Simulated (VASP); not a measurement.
# SiC (P6_3mc) in VASP: single point with PBE

Aim: the single point of SiC with PBE.

Everything below comes from runs of VASP 6.6.1. Logs are shortened: lines on timing, memory, paths and dates and some standing lists are left out, and cuts for length are marked.

### Step 1. The cell of the first run

It takes space group P6_3mc (No. 186, hexagonal). Conventional cell: a = 3.092 Å, b = 3.092 Å, c = 5.074 Å, α = 90.00°, β = 90.00°, γ = 120.00°. Si (site symmetry 3m) has 4 C at 1.89 to 1.91 Å within 2.5 Å. Within 2.5 Å of C (site symmetry 3m) lie 4 Si at 1.89 to 1.91 Å.

### Step 2. Single point, PBE

INCAR reads:

```
PREC = Accurate
ENCUT = 600
EDIFF = 1E-6
ISMEAR = 0
SIGMA = 0.01
LREAL = False
LASPH = True
NELM = 120
ALGO = Normal
ISIF = 2
LWAVE = False
LCHARG = False
GGA = PE
NBANDS = 16
GGA_COMPAT = False
```

KPOINTS reads:

```
Automatic mesh
0
Gamma
  6 6 4
```

POSCAR reads:

```
SiC
1.0
    3.0919054416      0.0000000000      0.0000000000
   -1.5459527208      2.6776686585      0.0000000000
    0.0000000000      0.0000000000      5.0742421279
Si C
2 2
Direct
    0.3333333333      0.6666666667      0.0005820815
    0.6666666667      0.3333333333      0.5005820815
    0.3333333333      0.6666666667      0.3764179185
    0.6666666667      0.3333333333      0.8764179185
```

Potentials or basis: VASP PAW PBE potentials, release 64 (Si, C).

Launch:

```console
> cat potpaw_PBE.64/Si/POTCAR potpaw_PBE.64/C/POTCAR > POTCAR
> mpirun -np 1 vasp_std > vasp.out
```

OUTCAR:

```text
PREC = Accurate
   ENCUT = 600
   EDIFF = 1E-6
   ISMEAR = 0
   LREAL = False
   LASPH = True
   NELM = 120
   ISIF = 2
   GGA = PE

 ion  position               nearest neighbor table
   1  0.333  0.667  0.001-   4 1.89   4 1.89   4 1.89   3 1.91   2 3.10   2 3.10   2 3.10   2 3.10
                             2 3.10   2 3.10
   2  0.667  0.333  0.501-   3 1.89   3 1.89   3 1.89   4 1.91   1 3.10   1 3.10   1 3.10   1 3.10
                             1 3.10   1 3.10
   3  0.333  0.667  0.376-   2 1.89   2 1.89   2 1.89   1 1.91
   4  0.667  0.333  0.876-   1 1.89   1 1.89   1 1.89   2 1.91

  LATTYP: Found a hexagonal cell.
 ALAT       =     3.0919054416
 C/A-ratio  =     1.6411375521

  Lattice vectors:

 A1 = (   3.0919054416,   0.0000000000,   0.0000000000)
 A2 = (  -1.5459527208,   2.6776686585,   0.0000000000)
 A3 = (   0.0000000000,   0.0000000000,   5.0742421279)

Analysis of symmetry for initial positions (statically):
=====================================================================
 Subroutine PRICEL returns:
 Original cell was already a primitive cell.

 Routine SETGRP: Setting up the symmetry group for a
 hexagonal supercell.

 Subroutine GETGRP returns: Found 12 space group operations
 (whereof  6 operations were pure point group operations)
 out of a pool of 24 trial point group operations.

The static configuration has the point symmetry C_3v.
 The point group associated with its full space group is C_6v.

Analysis of symmetry for dynamics (positions and initial velocities):
=====================================================================
 Subroutine PRICEL returns:
 Original cell was already a primitive cell.

 Routine SETGRP: Setting up the symmetry group for a
 hexagonal supercell.

 Subroutine GETGRP returns: Found 12 space group operations
 (whereof  6 operations were pure point group operations)
 out of a pool of 24 trial point group operations.

The dynamic configuration has the point symmetry C_3v.
 The point group associated with its full space group is C_6v.

 Subroutine INISYM returns: Found 12 space group operations
 (whereof  6 operations are pure point group operations),
 and found     1 'primitive' translations

----------------------------------------------------------------------------------------

                                     Primitive cell

  volume of cell :      42.0101

  direct lattice vectors                    reciprocal lattice vectors
     3.091905442  0.000000000  0.000000000     0.323425156  0.186729601  0.000000000
    -1.545952721  2.677668659  0.000000000     0.000000000  0.373459202  0.000000000
     0.000000000  0.000000000  5.074242128     0.000000000  0.000000000  0.197073765

  length of vectors
     3.091905442  3.091905442  5.074242128     0.373459202  0.373459202  0.197073765

  position of ions in fractional coordinates (direct lattice)
     0.333333333  0.666666667  0.000582081
     0.666666667  0.333333333  0.500582081
     0.333333333  0.666666667  0.376417919
     0.666666667  0.333333333  0.876417919

  ion indices of the primitive-cell ions
   primitive index   ion index
                 1           1
                 2           2
                 3           3
                 4           4

----------------------------------------------------------------------------------------

 KPOINTS: Automatic mesh

Automatic generation of k-mesh.
 Grid dimensions read from file:
 generate k-points for:    6    6    4

 Generating k-lattice:

  Cartesian coordinates                     Fractional coordinates (reciprocal lattice)
     0.053904193  0.031121600  0.000000000     0.166666667  0.000000000  0.000000000
     0.000000000  0.062243200  0.000000000     0.000000000  0.166666667  0.000000000
     0.000000000  0.000000000  0.049268441     0.000000000  0.000000000  0.250000000

  Length of vectors
     0.062243200  0.062243200  0.049268441

  Shift w.r.t. Gamma in fractional coordinates (k-lattice)
     0.000000000  0.000000000  0.000000000

 Subroutine IBZKPT returns following result:
 ===========================================

 Found     21 irreducible k-points:

 Following reciprocal coordinates:
            Coordinates               Weight
  0.000000  0.000000  0.000000      1.000000
  0.166667  0.000000  0.000000      6.000000
  0.333333  0.000000  0.000000      6.000000
  0.500000  0.000000  0.000000      3.000000
  0.166667  0.166667  0.000000      6.000000
  0.333333  0.166667  0.000000     12.000000
[... 13 lines left out ...]
  0.333333  0.166667  0.500000     12.000000
  0.333333  0.333333  0.500000      2.000000
   k-points           NKPTS =     21   k-points in BZ     NKDIM =     21   number of bands    NBANDS=     16
   number of dos      NEDOS =    301   number of ions     NIONS =      4
   total plane-waves  NPLWV =  32928
   dimension x,y,z NGX =    28 NGY =   28 NGZ =   42
   dimension x,y,z NGXF=    56 NGYF=   56 NGZF=   84
   ions per type =               2   2
   NGX,Y,Z   is equivalent  to a cutoff of  15.06, 15.06, 13.76 a.u.
   NGXF,Y,Z  is equivalent  to a cutoff of  30.11, 30.11, 27.52 a.u.
 SYSTEM =  unknown system
   PREC   = accura    normal or accurate (medium, high low for compatibility)
   ISTART =      0    job   : 0-new  1-cont  2-samecut
   ICHARG =      2    charge: 1-file 2-atom 10-const
   ISPIN  =      1    spin polarized calculation?
   LNONCOLLINEAR =      F non collinear calculations
   LSORBIT =      F    spin-orbit coupling
   LASPH  =      T    aspherical Exc in radial PAW
   ENCUT  =  600.0 eV  44.10 Ry    6.64 a.u.   6.18  6.18 10.13*2*pi/ulx,y,z
   NELM   =    120;   NELMIN=  2; NELMDL= -5     # of ELM steps
   EDIFF  = 0.1E-05   stopping-criterion for ELM
   LREAL  =      F    real-space projection
   EDIFFG = 0.1E-04   stopping-criterion for IOM
   NSW    =      0    number of steps for IOM
   IBRION =     -1    ionic relax: 0-MD 1-quasi-New 2-CG
   NFREE  =      0    steps in history (QN), initial steepest desc. (CG)
   ISIF   =      2    stress and relaxation
   ISYM   =      2    0-nonsym 1-usesym 2-fastsym
   POTIM  = 0.5000    time-step for ionic-motion
   TEBEG  =    0.0;   TEEND  =   0.0 temperature during run
   PSTRESS=    0.0 pullay stress
   NELECT =      16.0000    total number of electrons
   NUPDOWN=      -1.0000    fix difference up-down
   EMIN   =  10.00;   EMAX   =-10.00  energy-range for DOS
   EFERMI =   0.00;   METHOD = LEGACY
   ISMEAR =     0;   SIGMA  =   0.01  broadening in eV -4-tet -1-fermi 0-gaus
   EFERMI_NEDOS =   21; number of points for ismear=-14 and -15
   IALGO  =     38    algorithm
   IMIX   =      4    mixing-type and parameters
     AMIX     =   0.40;   BMIX     =  1.00
     AMIX_MAG =   1.60;   BMIX_MAG =  1.00
  volume/ion in A,a.u.               =      10.50        70.87
  Fermi-wavevector in a.u.,A,eV,Ry     =   1.186670  2.242482 19.159540  1.408186
  Thomas-Fermi vector in A             =   2.322838
   LORBIT       =      0    0 simple, 1 ext, 2 COOP (PROOUT), +10 PAW based schemes
   GGA     = PE    functional components
   LHFCALC =     F    Hartree Fock is set to
   AEXX    =    0.0000 exact exchange contribution
   IVDW    =     0    specifies the selected vdW correction
   LEPSILON=     F    determine dielectric tensor
   LRPA    =     F    only Hartree local field effects (RPA)
 non-spin polarized calculation
 Gauss-broadening in eV      SIGMA  =   0.01
  energy-cutoff  :      600.00
  volume of cell :       42.01
 maximum number of plane-waves:      1420
 NGX is ok and might be reduce to    28
   NGX = 13   NGY = 13   NGZ = 21

 number of electron      16.0000000 magnetization

 Free energy of the ion-electron system (eV)
  ---------------------------------------------------
  ext. energy  EPLUGINS =         0.00000000
  ---------------------------------------------------
  free energy    TOTEN  =       -30.10256688 eV

  energy without entropy =      -30.10256688  energy(sigma->0) =      -30.10256688

 E-fermi :   8.1680     XC(G=0): -11.2816

 val. band max:        8.0875047059   @ k =   0.0000   0.0000   0.0000
 cond. band min:      10.3883032687   @ k =   0.3333   0.3333   0.0000
 fundamental gap:      2.3007985628
 Fermi energy:         8.1680453141

 k-point     1 :       0.0000    0.0000    0.0000
  band No.  band energies     occupation
      1      -7.3597      2.00000
      2      -3.8500      2.00000
      3      -0.5230      2.00000
      4       6.7777      2.00000
      5       6.7777      2.00000
      6       7.9773      2.00000
[... 8 lines left out ...]
     15      16.9330      0.00000
     16      19.3003      0.00000

 k-point     2 :       0.1667    0.0000    0.0000
  band No.  band energies     occupation
      1      -6.8866      2.00000
      2      -3.4521      2.00000
      3      -0.0962      2.00000
      4       4.6222      2.00000
      5       6.0991      2.00000
      6       6.5095      2.00000
[... 8 lines left out ...]
     15      17.5674      0.00000
     16      17.9045      0.00000

 k-point     3 :       0.3333    0.0000    0.0000
  band No.  band energies     occupation
      1      -5.5357      2.00000
      2      -2.5088      2.00000
      3       0.6871      2.00000
      4       1.9498      2.00000
      5       3.7332      2.00000
      6       5.1642      2.00000
[... 8 lines left out ...]
     15      18.8867      0.00000
     16      19.9680      0.00000

 k-point     4 :       0.5000    0.0000    0.0000
  band No.  band energies     occupation
      1      -4.0882      2.00000
      2      -2.6318      2.00000
      3       0.3622      2.00000
      4       1.8331      2.00000
      5       2.7112      2.00000
      6       4.7982      2.00000
[... 8 lines left out ...]
     15      18.2968      0.00000
     16      20.4998      0.00000
[... 267 lines left out ...]
 k-point    19 :       0.1667    0.1667    0.5000
  band No.  band energies     occupation
      1      -4.8430      2.00000
      2      -4.8430      2.00000
      3       2.7440      2.00000
      4       2.7440      2.00000
      5       5.1127      2.00000
      6       5.1127      2.00000
[... 8 lines left out ...]
     15      18.2394      0.00000
     16      18.2394      0.00000

 k-point    20 :       0.3333    0.1667    0.5000
  band No.  band energies     occupation
      1      -3.3920      2.00000
      2      -3.3920      2.00000
      3       0.6439      2.00000
      4       0.6439      2.00000
      5       4.0368      2.00000
      6       4.0368      2.00000
[... 8 lines left out ...]
     15      19.6371      0.00000
     16      19.6371      0.00000

 k-point    21 :       0.3333    0.3333    0.5000
  band No.  band energies     occupation
      1      -2.6400      2.00000
      2      -2.6400      2.00000
      3       0.3862      2.00000
      4       0.3862      2.00000
      5       2.5258      2.00000
      6       2.5258      2.00000
[... 8 lines left out ...]
     15      19.6602      0.00000
     16      19.6602      0.00000

------------------------ aborting loop because EDIFF is reached ----------------------------------------

  FORCE on cell =-STRESS in cart. coord.  units (eV):
  Direction    XX          YY          ZZ          XY          YZ          ZX
  --------------------------------------------------------------------------------------
  -------------------------------------------------------------------------------------
  Total       -0.0330350     -0.0330350     -0.0714074      0.0000000      0.0000000      0.0000000
  in kB       -1.2598860     -1.2598860     -2.7233242      0.0000000      0.0000000      0.0000000
  external PRESSURE =      -1.7476987 kB  Pullay stress =       0.0000000 kB

 VOLUME and BASIS-vectors are now :
 -----------------------------------------------------------------------------
  energy-cutoff  :      600.00
  volume of cell :       42.01
      direct lattice vectors                 reciprocal lattice vectors
     3.091905442  0.000000000  0.000000000     0.323425156  0.186729601  0.000000000
    -1.545952721  2.677668659  0.000000000     0.000000000  0.373459202  0.000000000
     0.000000000  0.000000000  5.074242128     0.000000000  0.000000000  0.197073765

 POSITION                                       TOTAL-FORCE (eV/Angst)
 -----------------------------------------------------------------------------------
     -0.00000      1.78511      0.00295        -0.000000      0.000000     -0.007172
      1.54595      0.89256      2.54007         0.000000      0.000000     -0.007172
     -0.00000      1.78511      1.91004        -0.000000      0.000000      0.007172
      1.54595      0.89256      4.44716         0.000000     -0.000000      0.007172
 -----------------------------------------------------------------------------------
    total drift:                               -0.000000      0.000000     -0.000159

  FREE ENERGIE OF THE ION-ELECTRON SYSTEM (eV)
  ---------------------------------------------------
  free  energy   TOTEN  =       -30.1025668774 eV

  energy  without entropy=      -30.1025668774  energy(sigma->0) =      -30.10256688
```

It took 31 s on 1 thread of Intel Xeon 8259CL, shared host; peak memory 0.14 GiB.

Results:

- Free energy: -30.1026 eV
- Pressure: -0.2 GPa
- Largest force: 0.007 eV/Å
- Band gap on the k mesh: 2.30 eV (least direct gap 3.94 eV)

Forces in eV/Å, atoms in the order of the input:
```
Si   0.000  0.000 -0.007
Si   0.000  0.000 -0.007
C    0.000  0.000  0.007
C    0.000  0.000  0.007
```

A k mesh can miss the band edges.
